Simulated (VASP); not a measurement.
# Si9C3N8 in VASP: notebook

Si9C3N8 is run at these levels: PBE; tasks: single point.

Everything below comes from runs of VASP 6.6.1. Logs are shortened: lines on timing, memory, paths and dates and some standing lists are left out, and cuts for length are marked.

## (1) The cell of the first run

The cell holds an amorphous packing of atoms, 20 atoms: a = 6.543 Å, b = 5.881 Å, c = 6.253 Å, α = 90.57°, β = 90.94°, γ = 91.95°.

## (2) Single point, PBE

File INCAR:

```
PREC = Accurate
ENCUT = 520
EDIFF = 1E-6
ISMEAR = -1
SIGMA = 0.1379
LREAL = Auto
LASPH = True
NELM = 60
ALGO = Normal
ISIF = 2
LWAVE = False
LCHARG = True
GGA = PE
LELF = True
LVHAR = True
ISYM = 0
NBANDS = 60
```

File KPOINTS:

```
Automatic mesh
0
Gamma
  1 1 1
  0.25 0.25 0.25
```

File POSCAR:

```
Si9C3N8
1.0
    6.5417270000     -0.1058040000     -0.0528750000
   -0.1058040000      5.8803450000     -0.0308140000
   -0.0528750000     -0.0308140000      6.2531300000
Si C N
9 3 8
Direct
    0.7624361619      0.6032549436      0.9421170694
    0.6722628374      0.7981734042      0.3961799631
    0.1609815432      1.0198750394      0.8990912277
    0.3857506696      0.1225807033      0.2855799845
    0.3166999939      0.5836746904      0.1328753543
    0.3731389659      0.6378387263      0.6512030112
    0.6934804260      0.3743297412      0.4987998609
    0.0345334922      0.4522942938      0.3009575932
    0.0510546177      0.8934980200      0.4256776624
    0.2383615622      0.8726774710      0.1695981135
    0.3645448343      0.4103855972      0.8496330526
    0.8472873949      0.3514947931     -0.1656307671
    0.3571967224      0.2025386728      0.8463175727
    0.4640791437      0.5942750554      0.3715817800
    0.1110690503      0.1681988186      0.3576793789
    0.2028799990      0.8481185282      0.6506143650
    0.6524411993      0.7209108748      0.6847461953
    0.5866740009      0.1303388269      0.4670218992
    0.9538113995      0.1722506793     -0.1806529674
    0.6960807005      0.8201118657      0.1107479285
```

Potentials or basis: VASP PAW PBE potentials, release 64 (Si, C, N).

The run is started by

```sh
$ cat potpaw_PBE.64/Si/POTCAR potpaw_PBE.64/C/POTCAR potpaw_PBE.64/N/POTCAR > POTCAR
$ mpirun -np 1 vasp_std > vasp.out
```

OUTCAR:

```text
PREC = Accurate
   ENCUT = 520
   EDIFF = 1E-6
   ISMEAR = -1
   LREAL = Auto
   LASPH = True
   NELM = 60
   ISIF = 2
   GGA = PE
   ISYM = 0

 ion  position               nearest neighbor table
   1  0.762  0.603  0.942-  20 1.72  12 1.73  17 1.90   8 3.00   7 3.09   6 3.12   2 3.12
   2  0.672  0.798  0.396-  14 1.79  20 1.80  17 1.87  18 2.10   9 2.53   7 2.59   6 2.70   4 2.80
                             5 3.06   1 3.12
   3  0.161  0.020  0.899-  13 1.68  19 1.72  16 1.87  10 1.97   4 2.86   6 3.10   9 3.11
   4  0.386  0.123  0.286-  18 1.72  10 1.86  15 1.89   9 2.70   7 2.77   2 2.80   3 2.86   5 2.93
                             8 3.06
   5  0.317  0.584  0.133-  14 1.76  10 1.81  11 2.07   8 2.26   4 2.93   2 3.06   6 3.06
   6  0.373  0.638  0.651-  16 1.69  11 1.83  14 1.87  17 1.88   2 2.70   7 2.82   9 2.98   5 3.06
                             3 3.10   1 3.12
   7  0.693  0.374  0.499-  18 1.58  14 2.16  12 2.32  17 2.36   2 2.59   8 2.60   4 2.77   6 2.82
                             1 3.09
   8  0.035  0.452  0.301-  15 1.80   5 2.26   7 2.60   9 2.70   1 3.00   4 3.06
   9  0.051  0.893  0.426-  15 1.71  16 1.74  10 2.04   2 2.53   4 2.70   8 2.70   6 2.98   3 3.11

  10  0.238  0.873  0.170-   5 1.81   4 1.86   3 1.97   9 2.04
  11  0.365  0.410  0.850-  13 1.22   6 1.83   5 2.07
  12  0.847  0.351  0.834-  19 1.29   1 1.73   7 2.32
  13  0.357  0.203  0.846-  11 1.22   3 1.68
  14  0.464  0.594  0.372-   5 1.76   2 1.79   6 1.87   7 2.16
  15  0.111  0.168  0.358-   9 1.71   8 1.80   4 1.89
  16  0.203  0.848  0.651-   6 1.69   9 1.74   3 1.87
  17  0.652  0.721  0.685-   2 1.87   6 1.88   1 1.90   7 2.36
  18  0.587  0.130  0.467-   7 1.58   4 1.72   2 2.10
  19  0.954  0.172  0.819-  12 1.29   3 1.72
  20  0.696  0.820  0.111-   1 1.72   2 1.80

IMPORTANT INFORMATION: All symmetrisations will be switched off!
NOSYMM: (Re-)initialisation of all symmetry stuff for point group C_1.

----------------------------------------------------------------------------------------

                                     Primitive cell

  volume of cell :     240.4500

  direct lattice vectors                    reciprocal lattice vectors
     6.541727000 -0.105804000 -0.052875000     0.152920006  0.002758309  0.001306648
    -0.105804000  5.880345000 -0.030814000     0.002758309  0.170112194  0.000861598
    -0.052875000 -0.030814000  6.253130000     0.001306648  0.000861598  0.159935207

  length of vectors
     6.542796221  5.881377501  6.253429464     0.152950462  0.170136737  0.159942865

  position of ions in fractional coordinates (direct lattice)
     0.762436162  0.603254944  0.942117069
     0.672262837  0.798173404  0.396179963
     0.160981543  0.019875039  0.899091228
     0.385750670  0.122580703  0.285579985
     0.316699994  0.583674690  0.132875354
     0.373138966  0.637838726  0.651203011
[... 12 lines left out ...]
     0.953811399  0.172250679  0.819347033
     0.696080700  0.820111866  0.110747928

  ion indices of the primitive-cell ions
   primitive index   ion index
                 1           1
                 2           2
                 3           3
                 4           4
                 5           5
                 6           6
[... 12 lines left out ...]
                19          19
                20          20

----------------------------------------------------------------------------------------

 KPOINTS: Automatic mesh

Automatic generation of k-mesh.
 Grid dimensions read from file:
 generate k-points for:    1    1    1

 Generating k-lattice:

  Cartesian coordinates                     Fractional coordinates (reciprocal lattice)
     0.152920006  0.002758309  0.001306648     1.000000000  0.000000000  0.000000000
     0.002758309  0.170112194  0.000861598     0.000000000  1.000000000  0.000000000
     0.001306648  0.000861598  0.159935207     0.000000000  0.000000000  1.000000000

  Length of vectors
     0.152950462  0.170136737  0.159942865

  Shift w.r.t. Gamma in fractional coordinates (k-lattice)
     0.250000000  0.250000000  0.250000000

 Subroutine IBZKPT returns following result:
 ===========================================

 Found      1 irreducible k-points:

 Following reciprocal coordinates:
            Coordinates               Weight
  0.250000  0.250000  0.250000      2.000000
   k-points           NKPTS =      1   k-points in BZ     NKDIM =      1   number of bands    NBANDS=     60
   number of dos      NEDOS =    301   number of ions     NIONS =     20
   total plane-waves  NPLWV = 115200
   dimension x,y,z NGX =    50 NGY =   48 NGZ =   48
   dimension x,y,z NGXF=   100 NGYF=   96 NGZF=   96
   ions per type =               9   3   8
   NGX,Y,Z   is equivalent  to a cutoff of  12.70, 13.57, 12.76 a.u.
   NGXF,Y,Z  is equivalent  to a cutoff of  25.41, 27.14, 25.52 a.u.
 SYSTEM =  unknown system
   PREC   = accura    normal or accurate (medium, high low for compatibility)
   ISTART =      0    job   : 0-new  1-cont  2-samecut
   ICHARG =      2    charge: 1-file 2-atom 10-const
   ISPIN  =      1    spin polarized calculation?
   LNONCOLLINEAR =      F non collinear calculations
   LSORBIT =      F    spin-orbit coupling
   LASPH  =      T    aspherical Exc in radial PAW
   ENCUT  =  520.0 eV  38.22 Ry    6.18 a.u.  12.17 10.94 11.63*2*pi/ulx,y,z
   NELM   =     60;   NELMIN=  2; NELMDL= -5     # of ELM steps
   EDIFF  = 0.1E-05   stopping-criterion for ELM
   LREAL  =      T    real-space projection
   EDIFFG = 0.1E-04   stopping-criterion for IOM
   NSW    =      0    number of steps for IOM
   IBRION =     -1    ionic relax: 0-MD 1-quasi-New 2-CG
   NFREE  =      0    steps in history (QN), initial steepest desc. (CG)
   ISIF   =      2    stress and relaxation
   ISYM   =      0    0-nonsym 1-usesym 2-fastsym
   POTIM  = 0.5000    time-step for ionic-motion
   TEBEG  =    0.0;   TEEND  =   0.0 temperature during run
   PSTRESS=    0.0 pullay stress
   NELECT =      88.0000    total number of electrons
   NUPDOWN=      -1.0000    fix difference up-down
   EMIN   =  10.00;   EMAX   =-10.00  energy-range for DOS
   EFERMI =   0.00;   METHOD = LEGACY
   ISMEAR =    -1;   SIGMA  =   0.14  broadening in eV -4-tet -1-fermi 0-gaus
   EFERMI_NEDOS =   21; number of points for ismear=-14 and -15
   IALGO  =     38    algorithm
   IMIX   =      4    mixing-type and parameters
     AMIX     =   0.40;   BMIX     =  1.00
     AMIX_MAG =   1.60;   BMIX_MAG =  1.00
  volume/ion in A,a.u.               =      12.02        81.13
  Fermi-wavevector in a.u.,A,eV,Ry     =   1.171011  2.212889 18.657203  1.371266
  Thomas-Fermi vector in A             =   2.307461
   LORBIT       =      0    0 simple, 1 ext, 2 COOP (PROOUT), +10 PAW based schemes
   GGA     = PE    functional components
   LHFCALC =     F    Hartree Fock is set to
   AEXX    =    0.0000 exact exchange contribution
   IVDW    =     0    specifies the selected vdW correction
   LEPSILON=     F    determine dielectric tensor
   LRPA    =     F    only Hartree local field effects (RPA)
 non-spin polarized calculation
  energy-cutoff  :      520.00
  volume of cell :      240.45
 maximum number of plane-waves:      6468
 NGX is ok and might be reduce to    48
   NGX = 25   NGY = 21   NGZ = 23

 number of electron      88.0000005 magnetization

 Free energy of the ion-electron system (eV)
  ---------------------------------------------------
  ext. energy  EPLUGINS =         0.00000000
  ---------------------------------------------------
  free energy    TOTEN  =      -137.17009731 eV

  energy without entropy =     -136.75531082  energy(sigma->0) =     -136.96270406

 E-fermi :   6.7289     XC(G=0): -10.3937

 val. band max:        6.6589513222   @ k =   0.2500   0.2500   0.2500
 cond. band min:       6.8050107139   @ k =   0.2500   0.2500   0.2500
 fundamental gap:      0.1460593918
 Fermi energy:         6.7288842118

 k-point     1 :       0.2500    0.2500    0.2500
  band No.  band energies     occupation
      1     -12.6028      2.00000
      2     -11.7040      2.00000
      3     -11.3255      2.00000
      4     -10.5541      2.00000
      5     -10.2542      2.00000
      6      -9.5748      2.00000
[... 48 lines left out ...]
     55      10.7074      0.00000
     56      11.0057      0.00000
 [bands above 56 left out]

------------------------ aborting loop because EDIFF is reached ----------------------------------------

  FORCE on cell =-STRESS in cart. coord.  units (eV):
  Direction    XX          YY          ZZ          XY          YZ          ZX
  --------------------------------------------------------------------------------------
  -------------------------------------------------------------------------------------
  Total        2.9350194     23.9348672    -10.5830560      9.2132289     -1.1155835      0.1763669
  in kB       19.5567559    159.4839046    -70.5175043     61.3900093     -7.4334071      1.1751763
  external PRESSURE =      36.1743854 kB  Pullay stress =       0.0000000 kB

 VOLUME and BASIS-vectors are now :
 -----------------------------------------------------------------------------
  energy-cutoff  :      520.00
  volume of cell :      240.45
      direct lattice vectors                 reciprocal lattice vectors
     6.541727000 -0.105804000 -0.052875000     0.152920006  0.002758309  0.001306648
    -0.105804000  5.880345000 -0.030814000     0.002758309  0.170112194  0.000861598
    -0.052875000 -0.030814000  6.253130000     0.001306648  0.000861598  0.159935207

 POSITION                                       TOTAL-FORCE (eV/Angst)
 -----------------------------------------------------------------------------------
      4.87401      3.43765      5.83228        -1.795949      3.890119     -0.329423
      4.29236      4.61020      2.41722         2.322933      2.084650      0.116595
      1.00346      0.07214      5.61301        -0.098604     -1.529887     -0.538719
      2.49541      0.67120      1.76160        -2.231583      0.634932     -0.931129
      2.00298      3.39461      0.79616         1.172952     -0.816118     -0.570811
      2.33906      3.69117      4.03267         2.383463      0.348944     -1.234234
[... 12 lines left out ...]
      6.17803      0.88673      5.06774        -0.732382      0.476785      1.313639
      4.46094      4.74548      0.63045         0.254904     -0.674710      0.877157
 -----------------------------------------------------------------------------------
    total drift:                               -0.006275      0.000849      0.010827

  FREE ENERGIE OF THE ION-ELECTRON SYSTEM (eV)
  ---------------------------------------------------
  free  energy   TOTEN  =      -137.1700973100 eV

  energy  without entropy=     -136.7553108183  energy(sigma->0) =     -136.96270406
```

Wall time 80 s (1 thread of Intel Xeon 6975P-C, shared host); peak memory 0.32 GiB.

What came out:

* Free energy: -137.1701 eV
* Pressure: 3.6 GPa
* Largest force: 6.046 eV/Å
* Band gap on the k mesh: 0.15 eV

Forces in eV/Å, atoms in the order of the input:
```
Si  -1.796  3.890 -0.329
Si   2.323  2.085  0.117
Si  -0.099 -1.530 -0.539
Si  -2.232  0.635 -0.931
Si   1.173 -0.816 -0.571
Si   2.383  0.349 -1.234
Si   2.800  4.358  1.504
Si  -2.130 -2.873  1.075
Si  -0.525 -0.526 -0.969
C   -0.622  0.425 -1.890
C    0.257  4.316  0.259
C    1.773 -3.803 -2.356
N   -0.177 -2.359  0.596
N    0.464 -1.616  2.284
N   -0.088  4.406  0.619
N   -0.470 -0.498  1.776
N   -0.652 -0.883  0.437
N   -1.906 -5.363 -2.040
N   -0.732  0.477  1.314
N    0.255 -0.675  0.877
```

Stress tensor (GPa, compression positive):
```
 1.96  6.14  0.12
 6.14 15.95 -0.74
 0.12 -0.74 -7.05
```

Caveat: the k points lie up to 1.07 Å⁻¹ apart.

(Part 1 of 3 ends here.)
